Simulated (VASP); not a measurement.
# Mg2Te3O in VASP: notebook

Runs on Mg2Te3O. Level: PBE. Tasks: single point, relaxation of cell and atoms.

All numbers are computed with VASP 6.6.1; they aren't measurements. Logs are shortened: lines on timing, memory, paths and dates and some standing lists are left out, and cuts for length are marked.

### 1 The cell of the first run

Symmetry: P6mm, No. 183, hexagonal system. Conventional cell: a = 6.862 Å, b = 6.862 Å, c = 4.292 Å, α = 90.00°, β = 90.00°, γ = 120.00°. Within 3.8 Å of Mg (site symmetry 3m) lie 6 Te at 2.92 Å. Within 3.8 Å of Te (site symmetry 2mm) lie 4 Mg at 2.92 Å and 4 Te at 3.43 Å and 2 O at 3.43 Å. Within 4.6 Å of O (site symmetry 6mm) lie 6 Te at 3.43 Å and 2 O at 4.29 Å and 12 Mg at 4.50 to 4.51 Å.

The cell was built from a structure type or drawn by symmetry, and may not be a known phase.

### 2 Single point, PBE

The input, INCAR:

```
ALGO     = Normal         # electronic algorithm
EDIFF    = 1E-6           # SCF threshold, eV
ENCUT    = 520            # plane-wave cutoff, eV
GGA      = PE             # functional
ISIF     = 2              # what is computed and relaxed
ISMEAR   = 0              # smearing method
LASPH    = T              # aspherical terms in the spheres
LCHARG   = F              # write CHGCAR
LREAL    = F              # projectors in reciprocal space
LWAVE    = F              # write WAVECAR
NBANDS   = 23             # bands
NELM     = 100            # most SCF steps
PREC     = Accurate       # precision mode
SIGMA    = 0.1            # smearing width, eV
```

The input, KPOINTS:

```
k-points
0
Gamma
  3 3 4
```

The input, POSCAR:

```
Mg2Te3O
1.0
    6.8621042162      0.0000000000      0.0000000000
   -3.4310521081      5.9427565747      0.0000000000
    0.0000000000      0.0000000000      4.2919588261
Mg Te O
2 3 1
Direct
    0.6666666667      0.3333333333      1.0316906682
    0.3333333333      0.6666666667      1.0316906682
    0.5000000000      0.5000000000      0.5318428793
    0.5000000000      0.0000000000      0.5318428793
    0.0000000000      0.5000000000      0.5318428793
    0.0000000000      0.0000000000      0.5347269757
```

Potentials or basis: VASP PAW PBE potentials, release 64 (Mg, Te, O).

Command:

```bash
> cat potpaw_PBE.64/Mg/POTCAR potpaw_PBE.64/Te/POTCAR potpaw_PBE.64/O/POTCAR > POTCAR
> mpirun -np 1 vasp_std > vasp.out
```

OUTCAR:

```text
EDIFF = 1E-6
   ENCUT = 520
   GGA = PE
   ISIF = 2
   ISMEAR = 0
   LASPH = T
   LREAL = F
   NELM = 100
   PREC = Accurate

 ion  position               nearest neighbor table
   1  0.667  0.333  0.032-   5 2.92   4 2.92   3 2.92   5 2.92   4 2.92   3 2.92
   2  0.333  0.667  0.032-   5 2.92   4 2.92   3 2.92   5 2.92   4 2.92   3 2.92
   3  0.500  0.500  0.532-   1 2.92   2 2.92   1 2.92   2 2.92   5 3.43   5 3.43   4 3.43   4 3.43

   4  0.500  0.000  0.532-   1 2.92   2 2.92   1 2.92   2 2.92   3 3.43   5 3.43   3 3.43   5 3.43

   5  0.000  0.500  0.532-   1 2.92   2 2.92   1 2.92   2 2.92   3 3.43   3 3.43   4 3.43   4 3.43

   6  0.000  0.000  0.535-

  LATTYP: Found a hexagonal cell.
 ALAT       =     6.8621042162
 C/A-ratio  =     0.6254581235

  Lattice vectors:

 A1 = (   6.8621042162,   0.0000000000,   0.0000000000)
 A2 = (  -3.4310521081,   5.9427565747,   0.0000000000)
 A3 = (   0.0000000000,   0.0000000000,   4.2919588261)

Analysis of symmetry for initial positions (statically):
=====================================================================
 Subroutine PRICEL returns:
 Original cell was already a primitive cell.

 Routine SETGRP: Setting up the symmetry group for a
 hexagonal supercell.

 Subroutine GETGRP returns: Found 12 space group operations
 (whereof 12 operations were pure point group operations)
 out of a pool of 24 trial point group operations.

The static configuration has the point symmetry C_6v.

Analysis of symmetry for dynamics (positions and initial velocities):
=====================================================================
 Subroutine PRICEL returns:
 Original cell was already a primitive cell.

 Routine SETGRP: Setting up the symmetry group for a
 hexagonal supercell.

 Subroutine GETGRP returns: Found 12 space group operations
 (whereof 12 operations were pure point group operations)
 out of a pool of 24 trial point group operations.

The dynamic configuration has the point symmetry C_6v.

 Subroutine INISYM returns: Found 12 space group operations
 (whereof 12 operations are pure point group operations),
 and found     1 'primitive' translations

----------------------------------------------------------------------------------------

                                     Primitive cell

  volume of cell :     175.0253

  direct lattice vectors                    reciprocal lattice vectors
     6.862104216  0.000000000  0.000000000     0.145727895  0.084136039  0.000000000
    -3.431052108  5.942756575  0.000000000     0.000000000  0.168272078  0.000000000
     0.000000000  0.000000000  4.291958826     0.000000000  0.000000000  0.232993847

  length of vectors
     6.862104216  6.862104216  4.291958826     0.168272078  0.168272078  0.232993847

  position of ions in fractional coordinates (direct lattice)
     0.666666667  0.333333333  0.031690668
     0.333333333  0.666666667  0.031690668
     0.500000000  0.500000000  0.531842879
     0.500000000  0.000000000  0.531842879
     1.000000000  0.500000000  0.531842879
     0.000000000  0.000000000  0.534726976

  ion indices of the primitive-cell ions
   primitive index   ion index
                 1           1
                 2           2
                 3           3
                 4           4
                 5           5
                 6           6

----------------------------------------------------------------------------------------

 KPOINTS: k-points

Automatic generation of k-mesh.
 Grid dimensions read from file:
 generate k-points for:    3    3    4

 Generating k-lattice:

  Cartesian coordinates                     Fractional coordinates (reciprocal lattice)
     0.048575965  0.028045346  0.000000000     0.333333333 -0.000000000  0.000000000
     0.000000000  0.056090693  0.000000000     0.000000000  0.333333333  0.000000000
     0.000000000  0.000000000  0.058248462     0.000000000  0.000000000  0.250000000

  Length of vectors
     0.056090693  0.056090693  0.058248462

  Shift w.r.t. Gamma in fractional coordinates (k-lattice)
     0.000000000  0.000000000  0.000000000

 Subroutine IBZKPT returns following result:
 ===========================================

 Found      9 irreducible k-points:

 Following reciprocal coordinates:
            Coordinates               Weight
  0.000000  0.000000  0.000000      1.000000
  0.333333 -0.000000  0.000000      6.000000
  0.333333  0.333333  0.000000      2.000000
  0.000000  0.000000  0.250000      2.000000
  0.333333 -0.000000  0.250000     12.000000
  0.333333  0.333333  0.250000      4.000000
  0.000000  0.000000  0.500000      1.000000
  0.333333 -0.000000  0.500000      6.000000
  0.333333  0.333333  0.500000      2.000000
   k-points           NKPTS =      9   k-points in BZ     NKDIM =      9   number of bands    NBANDS=     23
   number of dos      NEDOS =    301   number of ions     NIONS =      6
   total plane-waves  NPLWV =  93312
   dimension x,y,z NGX =    54 NGY =   54 NGZ =   32
   dimension x,y,z NGXF=   108 NGYF=  108 NGZF=   64
   ions per type =               2   3   1
   NGX,Y,Z   is equivalent  to a cutoff of  13.08, 13.08, 12.39 a.u.
   NGXF,Y,Z  is equivalent  to a cutoff of  26.16, 26.16, 24.79 a.u.
 SYSTEM =  unknown system
   PREC   = accura    normal or accurate (medium, high low for compatibility)
   ISTART =      0    job   : 0-new  1-cont  2-samecut
   ICHARG =      2    charge: 1-file 2-atom 10-const
   ISPIN  =      1    spin polarized calculation?
   LNONCOLLINEAR =      F non collinear calculations
   LSORBIT =      F    spin-orbit coupling
   LASPH  =      T    aspherical Exc in radial PAW
   ENCUT  =  520.0 eV  38.22 Ry    6.18 a.u.  12.76 12.76  7.98*2*pi/ulx,y,z
   NELM   =    100;   NELMIN=  2; NELMDL= -5     # of ELM steps
   EDIFF  = 0.1E-05   stopping-criterion for ELM
   LREAL  =      F    real-space projection
   EDIFFG = 0.1E-04   stopping-criterion for IOM
   NSW    =      0    number of steps for IOM
   IBRION =     -1    ionic relax: 0-MD 1-quasi-New 2-CG
   NFREE  =      0    steps in history (QN), initial steepest desc. (CG)
   ISIF   =      2    stress and relaxation
   ISYM   =      2    0-nonsym 1-usesym 2-fastsym
   POTIM  = 0.5000    time-step for ionic-motion
   TEBEG  =    0.0;   TEEND  =   0.0 temperature during run
   PSTRESS=    0.0 pullay stress
   NELECT =      28.0000    total number of electrons
   NUPDOWN=      -1.0000    fix difference up-down
   EMIN   =  10.00;   EMAX   =-10.00  energy-range for DOS
   EFERMI =   0.00;   METHOD = LEGACY
   ISMEAR =     0;   SIGMA  =   0.10  broadening in eV -4-tet -1-fermi 0-gaus
   EFERMI_NEDOS =   21; number of points for ismear=-14 and -15
   IALGO  =     38    algorithm
   IMIX   =      4    mixing-type and parameters
     AMIX     =   0.40;   BMIX     =  1.00
     AMIX_MAG =   1.60;   BMIX_MAG =  1.00
  volume/ion in A,a.u.               =      29.17       196.85
  Fermi-wavevector in a.u.,A,eV,Ry     =   0.888711  1.679420 10.745981  0.789807
  Thomas-Fermi vector in A             =   2.010176
   LORBIT       =      0    0 simple, 1 ext, 2 COOP (PROOUT), +10 PAW based schemes
   GGA     = PE    functional components
   LHFCALC =     F    Hartree Fock is set to
   AEXX    =    0.0000 exact exchange contribution
   IVDW    =     0    specifies the selected vdW correction
   LEPSILON=     F    determine dielectric tensor
   LRPA    =     F    only Hartree local field effects (RPA)
 non-spin polarized calculation
 Gauss-broadening in eV      SIGMA  =   0.10
  energy-cutoff  :      520.00
  volume of cell :      175.03
 maximum number of plane-waves:      4756
 NGX is ok and might be reduce to    54
   NGX = 25   NGY = 25   NGZ = 15

 number of electron      28.0000004 magnetization

 Free energy of the ion-electron system (eV)
  ---------------------------------------------------
  ext. energy  EPLUGINS =         0.00000000
  ---------------------------------------------------
  free energy    TOTEN  =       -16.31926379 eV

  energy without entropy =      -16.28701444  energy(sigma->0) =      -16.30313912

 E-fermi :   3.2250     XC(G=0):  -8.2739

 val. band max:        3.2197257030   @ k =   0.0000   0.0000   0.0000
 cond. band min:       3.2446435522   @ k =   0.3333   0.3333   0.2500
 fundamental gap:      0.0249178492
 Fermi energy:         3.2249970857

 k-point     1 :       0.0000    0.0000    0.0000
  band No.  band energies     occupation
      1     -11.8406      2.00000
      2      -9.1818      2.00000
      3      -7.2751      2.00000
      4      -7.2751      2.00000
      5      -3.0883      2.00000
      6      -0.3962      2.00000
[... 15 lines left out ...]
     22       7.4350      0.00000
     23       9.2261      0.00000

 k-point     2 :       0.3333   -0.0000    0.0000
  band No.  band energies     occupation
      1     -11.8330      2.00000
      2      -8.9196      2.00000
      3      -7.8880      2.00000
      4      -7.3033      2.00000
      5      -2.0649      2.00000
      6      -0.0275      2.00000
[... 15 lines left out ...]
     22       8.7538      0.00000
     23       9.3227      0.00000

 k-point     3 :       0.3333    0.3333    0.0000
  band No.  band energies     occupation
      1     -11.8294      2.00000
      2      -8.4781      2.00000
      3      -8.4781      2.00000
      4      -7.3146      2.00000
      5      -0.8033      2.00000
      6      -0.8033      2.00000
[... 15 lines left out ...]
     22       9.7816      0.00000
     23       9.7816      0.00000
[... 105 lines left out ...]
 k-point     8 :       0.3333   -0.0000    0.5000
  band No.  band energies     occupation
      1     -11.8201      2.00000
      2      -8.5139      2.00000
      3      -7.5228      2.00000
      4      -6.9790      2.00000
      5      -2.2382      2.00000
      6      -1.4756      2.00000
[... 15 lines left out ...]
     22       9.0191      0.00000
     23      10.7651      0.00000

 k-point     9 :       0.3333    0.3333    0.5000
  band No.  band energies     occupation
      1     -11.8172      2.00000
      2      -8.0867      2.00000
      3      -8.0867      2.00000
      4      -6.9895      2.00000
      5      -1.7160      2.00000
      6      -1.7160      2.00000
[... 15 lines left out ...]
     22       8.6535      0.00000
     23      10.8510      0.00000

------------------------ aborting loop because EDIFF is reached ----------------------------------------

  FORCE on cell =-STRESS in cart. coord.  units (eV):
  Direction    XX          YY          ZZ          XY          YZ          ZX
  --------------------------------------------------------------------------------------
  -------------------------------------------------------------------------------------
  Total       -0.2740065     -0.2740065     -0.0183092      0.0000000      0.0000000      0.0000000
  in kB       -2.5082486     -2.5082486     -0.1676021      0.0000000      0.0000000      0.0000000
  external PRESSURE =      -1.7280331 kB  Pullay stress =       0.0000000 kB

 VOLUME and BASIS-vectors are now :
 -----------------------------------------------------------------------------
  energy-cutoff  :      520.00
  volume of cell :      175.03
      direct lattice vectors                 reciprocal lattice vectors
     6.862104216  0.000000000  0.000000000     0.145727895  0.084136039  0.000000000
    -3.431052108  5.942756575  0.000000000     0.000000000  0.168272078  0.000000000
     0.000000000  0.000000000  4.291958826     0.000000000  0.000000000  0.232993847

 POSITION                                       TOTAL-FORCE (eV/Angst)
 -----------------------------------------------------------------------------------
      3.43105      1.98092      0.13602        -0.000000      0.000000      0.002377
     -0.00000      3.96184      0.13602         0.000000     -0.000000      0.002377
      1.71553      2.97138      2.28265         0.000000      0.000000      0.000361
      3.43105      0.00000      2.28265        -0.000000     -0.000000      0.000361
     -1.71553      2.97138      2.28265         0.000000     -0.000000      0.000361
      0.00000      0.00000      2.29503         0.000000     -0.000000     -0.005836
 -----------------------------------------------------------------------------------
    total drift:                               -0.000000     -0.000000      0.000293

  FREE ENERGIE OF THE ION-ELECTRON SYSTEM (eV)
  ---------------------------------------------------
  free  energy   TOTEN  =       -16.3192637903 eV

  energy  without entropy=      -16.2870144404  energy(sigma->0) =      -16.30313912
```

Wall time 2 min (1 thread of Intel Xeon 8259CL, shared host); peak memory 0.3 GiB.

Results:

```
Free energy            : -16.3193 eV
Pressure               : -0.2 GPa
Largest force          : 0.006 eV/Å
Band gap on the k mesh : zero (bands 14 and 15 overlap by 0.65 eV)
```

Forces on the atoms (eV/Å):
```
Mg   0.000  0.000  0.002
Mg   0.000  0.000  0.002
Te   0.000  0.000  0.000
Te   0.000  0.000  0.000
Te   0.000  0.000  0.000
O    0.000  0.000 -0.006
```

Caveat: the k points lie up to 0.37 Å⁻¹ apart, too coarse for converged energies and pressures of a metal; semilocal functionals underestimate gaps, so a narrow gap can read as zero; spin-orbit coupling is left out, which moves the levels of the heavy elements.

[end of part 1 of 2]
